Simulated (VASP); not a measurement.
# ZnRe (P-6m2) in VASP: a series of runs

Aim: see how the results for ZnRe move with the level of theory and the settings. Levels: BLYP, PBEsol. Tasks: single point.

Program: VASP 6.6.1. These are calculated values, not measurements. Logs are shortened: lines on timing, memory, paths and dates and some standing lists are left out, and cuts for length are marked.

### 1 The cell of the first run

Symmetry: P-6m2, No. 187, hexagonal system. Conventional cell: a = 2.748 Å, b = 2.748 Å, c = 4.494 Å, α = 90.00°, β = 90.00°, γ = 120.00°. Within 3.6 Å of Zn (site symmetry -6m2) lie 6 Zn at 2.75 Å and 6 Re at 2.75 Å. Within 3.6 Å of Re (site symmetry -6m2) lie 6 Re at 2.75 Å and 6 Zn at 2.75 Å.

### 2 Single point, BLYP

INCAR

```
AGGAC    = 1.0          
AGGAX    = 1.0          
ALDAC    = 0.0          
ALDAX    = 1.0          
ALGO     = Normal         # electronic algorithm
EDIFF    = 1E-7           # SCF threshold, eV
ENCUT    = 520            # plane-wave cutoff, eV
GGA      = B5             # functional
ISIF     = 2              # what is computed and relaxed
ISMEAR   = -1             # smearing method
LASPH    = True           # aspherical terms in the spheres
LCHARG   = False          # write CHGCAR
LREAL    = False          # projectors in reciprocal space
LWAVE    = False          # write WAVECAR
NBANDS   = 16             # bands
NELM     = 100            # most SCF steps
PREC     = Accurate       # precision mode
SIGMA    = 0.1            # smearing width, eV
```

KPOINTS

```
k-points
0
Gamma
  14 14 8
```

POSCAR

```
ZnRe
1.0
    2.7482180000      0.0000000000      0.0000000000
   -1.3741090000      2.3800270000      0.0000000000
    0.0000000000      0.0000000000      4.4940660000
Zn Re
1 1
Direct
    0.0000000000      0.0000000000      0.0000000000
    0.3333333333      0.6666666667      0.5000000000
```

Potentials or basis: VASP PAW PBE potentials, release 64 (Zn, Re).

Command:

```bash
> cat potpaw_PBE.64/Zn/POTCAR potpaw_PBE.64/Re/POTCAR > POTCAR
> mpirun -np 1 vasp_std > vasp.out
```

OUTCAR:

```text
EDIFF = 1E-7
   ENCUT = 520
   GGA = B5
   ISIF = 2
   ISMEAR = -1
   LASPH = True
   LREAL = False
   NELM = 100
   PREC = Accurate

 ion  position               nearest neighbor table
   1  0.000  0.000  0.000-   2 2.75   2 2.75   2 2.75   2 2.75   2 2.75   2 2.75
   2  0.333  0.667  0.500-   1 2.75   1 2.75   1 2.75   1 2.75   1 2.75   1 2.75

  LATTYP: Found a hexagonal cell.
 ALAT       =     2.7482180000
 C/A-ratio  =     1.6352654702

  Lattice vectors:

 A1 = (   2.7482180000,   0.0000000000,   0.0000000000)
 A2 = (  -1.3741090000,   2.3800270000,   0.0000000000)
 A3 = (   0.0000000000,   0.0000000000,   4.4940660000)

Analysis of symmetry for initial positions (statically):
=====================================================================
 Subroutine PRICEL returns:
 Original cell was already a primitive cell.

 Routine SETGRP: Setting up the symmetry group for a
 hexagonal supercell.

 Subroutine GETGRP returns: Found 12 space group operations
 (whereof 12 operations were pure point group operations)
 out of a pool of 24 trial point group operations.

The static configuration has the point symmetry D_3h.

Analysis of symmetry for dynamics (positions and initial velocities):
=====================================================================
 Subroutine PRICEL returns:
 Original cell was already a primitive cell.

 Routine SETGRP: Setting up the symmetry group for a
 hexagonal supercell.

 Subroutine GETGRP returns: Found 12 space group operations
 (whereof 12 operations were pure point group operations)
 out of a pool of 24 trial point group operations.

The dynamic configuration has the point symmetry D_3h.

 Subroutine INISYM returns: Found 12 space group operations
 (whereof 12 operations are pure point group operations),
 and found     1 'primitive' translations

----------------------------------------------------------------------------------------

                                     Primitive cell

  volume of cell :      29.3949

  direct lattice vectors                    reciprocal lattice vectors
     2.748218000  0.000000000  0.000000000     0.363872153  0.210081650  0.000000000
    -1.374109000  2.380027000  0.000000000     0.000000000  0.420163301  0.000000000
     0.000000000  0.000000000  4.494066000     0.000000000  0.000000000  0.222515646

  length of vectors
     2.748218000  2.748218344  4.494066000     0.420163353  0.420163301  0.222515646

  position of ions in fractional coordinates (direct lattice)
     0.000000000  0.000000000  0.000000000
     0.333333333  0.666666667  0.500000000

  ion indices of the primitive-cell ions
   primitive index   ion index
                 1           1
                 2           2

----------------------------------------------------------------------------------------

 KPOINTS: k-points

Automatic generation of k-mesh.
 Grid dimensions read from file:
 generate k-points for:   14   14    8

 Generating k-lattice:

  Cartesian coordinates                     Fractional coordinates (reciprocal lattice)
     0.025990868  0.015005832  0.000000000     0.071428571  0.000000000  0.000000000
     0.000000000  0.030011664  0.000000000     0.000000000  0.071428571  0.000000000
     0.000000000  0.000000000  0.027814456     0.000000000  0.000000000  0.125000000

  Length of vectors
     0.030011668  0.030011664  0.027814456

  Shift w.r.t. Gamma in fractional coordinates (k-lattice)
     0.000000000  0.000000000  0.000000000

 Subroutine IBZKPT returns following result:
 ===========================================

 Found    120 irreducible k-points:

 Following reciprocal coordinates:
            Coordinates               Weight
  0.000000  0.000000  0.000000      1.000000
  0.071429 -0.000000  0.000000      6.000000
  0.142857  0.000000  0.000000      6.000000
  0.214286  0.000000  0.000000      6.000000
  0.285714 -0.000000  0.000000      6.000000
  0.357143 -0.000000  0.000000      6.000000
[... 16 lines left out ...]
  0.285714  0.285714  0.000000      6.000000
  0.357143  0.285714  0.000000      6.000000
 [... further k-points ...]
   k-points           NKPTS =    120   k-points in BZ     NKDIM =    120   number of bands    NBANDS=     16
   number of dos      NEDOS =    301   number of ions     NIONS =      2
   total plane-waves  NPLWV =  14400
   dimension x,y,z NGX =    20 NGY =   20 NGZ =   36
   dimension x,y,z NGXF=    40 NGYF=   40 NGZF=   72
   ions per type =               1   1
   NGX,Y,Z   is equivalent  to a cutoff of  12.10, 12.10, 13.32 a.u.
   NGXF,Y,Z  is equivalent  to a cutoff of  24.20, 24.20, 26.63 a.u.
 SYSTEM =  unknown system
   PREC   = accura    normal or accurate (medium, high low for compatibility)
   ISTART =      0    job   : 0-new  1-cont  2-samecut
   ICHARG =      2    charge: 1-file 2-atom 10-const
   ISPIN  =      1    spin polarized calculation?
   LNONCOLLINEAR =      F non collinear calculations
   LSORBIT =      F    spin-orbit coupling
   LASPH  =      T    aspherical Exc in radial PAW
   ENCUT  =  520.0 eV  38.22 Ry    6.18 a.u.   5.11  5.11  8.36*2*pi/ulx,y,z
   NELM   =    100;   NELMIN=  2; NELMDL= -5     # of ELM steps
   EDIFF  = 0.1E-06   stopping-criterion for ELM
   LREAL  =      F    real-space projection
   EDIFFG = 0.1E-05   stopping-criterion for IOM
   NSW    =      0    number of steps for IOM
   IBRION =     -1    ionic relax: 0-MD 1-quasi-New 2-CG
   NFREE  =      0    steps in history (QN), initial steepest desc. (CG)
   ISIF   =      2    stress and relaxation
   ISYM   =      2    0-nonsym 1-usesym 2-fastsym
   POTIM  = 0.5000    time-step for ionic-motion
   TEBEG  =    0.0;   TEEND  =   0.0 temperature during run
   PSTRESS=    0.0 pullay stress
   NELECT =      19.0000    total number of electrons
   NUPDOWN=      -1.0000    fix difference up-down
   EMIN   =  10.00;   EMAX   =-10.00  energy-range for DOS
   EFERMI =   0.00;   METHOD = LEGACY
   ISMEAR =    -1;   SIGMA  =   0.10  broadening in eV -4-tet -1-fermi 0-gaus
   EFERMI_NEDOS =   21; number of points for ismear=-14 and -15
   IALGO  =     38    algorithm
   IMIX   =      4    mixing-type and parameters
     AMIX     =   0.40;   BMIX     =  1.00
     AMIX_MAG =   1.60;   BMIX_MAG =  1.00
  volume/ion in A,a.u.               =      14.70        99.18
  Fermi-wavevector in a.u.,A,eV,Ry     =   1.415474  2.674858 27.260175  2.003566
  Thomas-Fermi vector in A             =   2.536909
   LORBIT       =      0    0 simple, 1 ext, 2 COOP (PROOUT), +10 PAW based schemes
   GGA     = B5    functional components
   LHFCALC =     F    Hartree Fock is set to
   AEXX    =    0.0000 exact exchange contribution
   IVDW    =     0    specifies the selected vdW correction
   LEPSILON=     F    determine dielectric tensor
   LRPA    =     F    only Hartree local field effects (RPA)
 non-spin polarized calculation
  energy-cutoff  :      520.00
  volume of cell :       29.39
 maximum number of plane-waves:       803
   NGX = 11   NGY = 11   NGZ = 17

 number of electron      19.0000012 magnetization

 Free energy of the ion-electron system (eV)
  ---------------------------------------------------
  ext. energy  EPLUGINS =         0.00000000
  ---------------------------------------------------
  free energy    TOTEN  =       -10.65250176 eV

  energy without entropy =      -10.60862106  energy(sigma->0) =      -10.63056141

 E-fermi :   6.0918     XC(G=0): -12.1611

 val. band max:        6.0286678010   @ k =   0.2143   0.2143   0.5000
 cond. band min:       6.1042070417   @ k =   0.4286   0.0000   0.3750
 fundamental gap:      0.0755392408
 Fermi energy:         6.0918061580

 k-point     1 :       0.0000    0.0000    0.0000
  band No.  band energies     occupation
      1      -4.0850      2.00000
      2      -2.0049      2.00000
      3      -1.4438      2.00000
      4      -1.4438      2.00000
      5      -1.0582      2.00000
      6      -1.0582      2.00000
[... 8 lines left out ...]
     15      23.0484      0.00000
     16      23.0484      0.00000

 k-point     2 :       0.0714   -0.0000    0.0000
  band No.  band energies     occupation
      1      -3.9192      2.00000
      2      -1.9538      2.00000
      3      -1.4617      2.00000
      4      -1.4136      2.00000
      5      -1.0940      2.00000
      6      -1.0666      2.00000
[... 8 lines left out ...]
     15      21.9072      0.00000
     16      22.1230      0.00000

 k-point     3 :       0.1429    0.0000    0.0000
  band No.  band energies     occupation
      1      -3.4424      2.00000
      2      -1.8351      2.00000
      3      -1.4966      2.00000
      4      -1.3281      2.00000
      5      -1.1932      2.00000
      6      -1.0902      2.00000
[... 8 lines left out ...]
     15      20.6265      0.00000
     16      22.4245      0.00000

 k-point     4 :       0.2143    0.0000    0.0000
  band No.  band energies     occupation
      1      -2.7322      2.00000
      2      -1.7451      2.00000
      3      -1.4567      2.00000
      4      -1.3343      2.00000
      5      -1.2017      2.00000
      6      -1.1245      2.00000
[... 8 lines left out ...]
     15      19.2118      0.00000
     16      22.3465      0.00000
[... 324 lines left out ...]
 k-point    22 :       0.3571    0.2143    0.0000
  band No.  band energies     occupation
      1      -1.7734      2.00000
      2      -1.7011      2.00000
      3      -1.3680      2.00000
      4      -1.3439      2.00000
      5      -1.1947      2.00000
      6       2.1753      2.00000
[... 8 lines left out ...]
     15      15.9860      0.00000
     16      18.0020      0.00000

 k-point    23 :       0.2857    0.2857    0.0000
  band No.  band energies     occupation
      1      -1.6839      2.00000
      2      -1.6548      2.00000
      3      -1.3975      2.00000
      4      -1.3813      2.00000
      5      -1.2784      2.00000
      6       2.6729      2.00000
[... 8 lines left out ...]
     15      16.1752      0.00000
     16      18.5750      0.00000

 k-point    24 :       0.3571    0.2857    0.0000
  band No.  band energies     occupation
      1      -1.6896      2.00000
      2      -1.6195      2.00000
      3      -1.4198      2.00000
      4      -1.3684      2.00000
      5      -1.3033      2.00000
      6       3.0802      2.00000
[... 8 lines left out ...]
     15      17.3244      0.00000
     16      18.2573      0.00000

 [... further k-points ...]

------------------------ aborting loop because EDIFF is reached ----------------------------------------

  FORCE on cell =-STRESS in cart. coord.  units (eV):
  Direction    XX          YY          ZZ          XY          YZ          ZX
  --------------------------------------------------------------------------------------
  -------------------------------------------------------------------------------------
  Total        1.8720465      1.8720471      1.3675948      0.0000000     -0.0000000     -0.0000000
  in kB      102.0363002    102.0363342     74.5410504      0.0000000     -0.0000000     -0.0000000
  external PRESSURE =      92.8712283 kB  Pullay stress =       0.0000000 kB

 VOLUME and BASIS-vectors are now :
 -----------------------------------------------------------------------------
  energy-cutoff  :      520.00
  volume of cell :       29.39
      direct lattice vectors                 reciprocal lattice vectors
     2.748218000  0.000000000  0.000000000     0.363872153  0.210081650  0.000000000
    -1.374109000  2.380027000  0.000000000     0.000000000  0.420163301  0.000000000
     0.000000000  0.000000000  4.494066000     0.000000000  0.000000000  0.222515646

 POSITION                                       TOTAL-FORCE (eV/Angst)
 -----------------------------------------------------------------------------------
      0.00000      0.00000      0.00000         0.000000     -0.000000      0.000000
     -0.00000      1.58668      2.24703        -0.000000      0.000000      0.000000
 -----------------------------------------------------------------------------------
    total drift:                                0.000000      0.000003      0.000000

  FREE ENERGIE OF THE ION-ELECTRON SYSTEM (eV)
  ---------------------------------------------------
  free  energy   TOTEN  =       -10.6525017595 eV

  energy  without entropy=      -10.6086210587  energy(sigma->0) =      -10.63056141
```

Wall time 37 s (1 thread of Intel Xeon Platinum 8488C (Sapphire Rapids), shared host); peak memory 0.18 GiB.

What came out:

```
Free energy : -10.6525 eV
Pressure    : 9.3 GPa
```

Stress tensor (GPa, compression positive):
```
10.20  0.00  0.00
 0.00 10.20  0.00
 0.00  0.00  7.45
```

Levels at points of the mesh, in eV from the Fermi level:
```
           k point  band 7  band 8  band 9  band 10  band 11  band 12  band 13  band 14
(0.00, 0.00, 0.00)   -5.05   -1.35   -1.29    -1.29     1.67     1.67     4.67    14.94
(0.50, 0.00, 0.00)   -3.95   -3.24   -1.63     0.72     4.12     4.93     6.51     6.74
(0.00, 0.00, 0.50)   -7.16   -3.13   -1.21    -1.21     1.60     1.60     9.69    14.04
(0.50, 0.00, 0.50)   -4.63   -1.31   -0.48     0.23     1.32     3.98     4.12     8.49
```

Caveat: the PAW data sets were made with another functional, which shifts forces and pressure a little; spin-orbit coupling is left out, which moves the levels of the heavy elements.

### 3 Single point, PBEsol

INCAR

```
SYSTEM = ZnRe
ALGO = Normal ; EDIFF = 1E-6
ENCUT = 500 ; GGA = PS
GGA_COMPAT = .FALSE. ; ISIF = 2
ISMEAR = -1 ; LASPH = .TRUE.
LCHARG = .FALSE. ; LREAL = .FALSE.
LWAVE = .FALSE. ; NBANDS = 20
NELM = 120 ; PREC = Accurate
SIGMA = 0.1
```

KPOINTS

```
k-points
0
G
  14 14 8
  0 0 0
```

POSCAR is that of step 2.

Potentials or basis: VASP PAW PBE potentials, release 64 (Zn, Re_sv_GW).

Command:

```bash
> cat potpaw_PBE.64/Zn/POTCAR potpaw_PBE.64/Re_sv_GW/POTCAR > POTCAR
> mpirun -np 1 vasp_std > vasp.out
```

Run time: 30 s. Hardware: 1 thread of Intel Xeon 6975P-C (Granite Rapids), shared host; peak memory 0.2 GiB.

Results (log left out):

- Free energy: -16.1185 eV
- Pressure: -10.0 GPa

Levels at points of the mesh, in eV from the Fermi level:
```csv
k point,band 11,band 12,band 13,band 14,band 15,band 16,band 17,band 18
"(0.00, 0.00, 0.00)",-5.02,-1.56,-1.26,-1.26,1.71,1.71,4.73,14.01
"(0.50, 0.00, 0.00)",-3.98,-3.26,-1.65,0.75,4.18,4.98,6.31,6.61
"(0.00, 0.00, 0.50)",-6.89,-3.11,-1.17,-1.17,1.64,1.64,9.38,13.76
"(0.50, 0.00, 0.50)",-4.61,-1.41,-0.46,0.26,1.12,4.08,4.19,8.44
```

Caveat: the PAW data sets were made with another functional, which shifts forces and pressure a little; spin-orbit coupling is left out, which moves the levels of the heavy elements.
